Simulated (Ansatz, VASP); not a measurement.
# Two plane-wave programs on AlAs

```
Al As
1.0
     0.00000    2.81444    2.81444
     2.81444    0.00000    2.81444
     2.81444    2.81444    0.00000
Al As
1 1
Cartesian
  0.0000 0.0000 0.0000
  1.4072 1.4072 1.4072
```

Alike in both runs: task single point; functional LDA; k mesh 8 × 8 × 8; no spin polarisation.

```csv
,VASP,Ansatz
version,VASP 6.6.1,Ansatz 0.2.0
potentials or method,"VASP PAW LDA potentials, release 64 (Al, As), cutoff 500 eV","scalar-relativistic, plane waves, PAW"
occupations,"gaussian, width 0.01 eV",fixed
valence electrons in the cell,8,18
```

VASP gave:

| Quantity | Value |
| --- | --- |
| gap on the k mesh at the Fermi level (eV) | 1.31 |
| least direct gap on the mesh (eV) | 2.02 |

Problem. Estimate Ansatz's values.

Solution. gap on the k mesh at the Fermi level (eV): 1.32; least direct gap on the mesh (eV): 1.98.

Ansatz warns that its potentials were made for another functional, while VASP's fit it. LDA's correlation is that of Perdew and Zunger in VASP and of Perdew and Wang (1992) in Ansatz. VASP's potentials hold 8 valence electrons a cell and Ansatz's 18, so a difference there can come from the potentials and not from the codes.
